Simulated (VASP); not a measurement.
Here is a VASP 6.6.1 calculation.

File INCAR:

```
ALGO = Normal ; EDIFF = 1E-6
EDIFFG = -0.04 ; ENCUT = 600
GGA = PE ; IBRION = 2
ISIF = 3 ; ISMEAR = 0
LASPH = T ; LCHARG = F
LREAL = F ; LWAVE = F
NELM = 60 ; NSW = 90
PREC = Accurate ; SIGMA = 0.1
```

KPOINTS

```
k-points
0
Gamma
  6 6 6
```

The input POSCAR:

```
GeW
1.0
    3.2604879965      0.0000000000      0.0000000000
    0.0000000000      3.2604879965      0.0000000000
    0.0000000000      0.0000000000      3.2604879965
Ge W
1 1
Direct
    0.0000000000      0.0000000000      0.0000000000
    0.5000000000      0.5000000000      0.5000000000
```

Potentials or basis: VASP PAW PBE potentials, release 64 (Ge_d, W_sv).

Command:

```console
$ cat potpaw_PBE.64/Ge_d/POTCAR potpaw_PBE.64/W_sv/POTCAR > POTCAR
$ mpirun -np 1 vasp_std > vasp.out
```

(1) What does it give for the relaxed cell?

(2) Estimate the relaxed volume.

Answers

(1) a = 3.141 Å, b = 3.141 Å, c = 3.141 Å, α = 90.00°, β = 90.00°, γ = 90.00°.

(2) 15.49 Å³/atom.
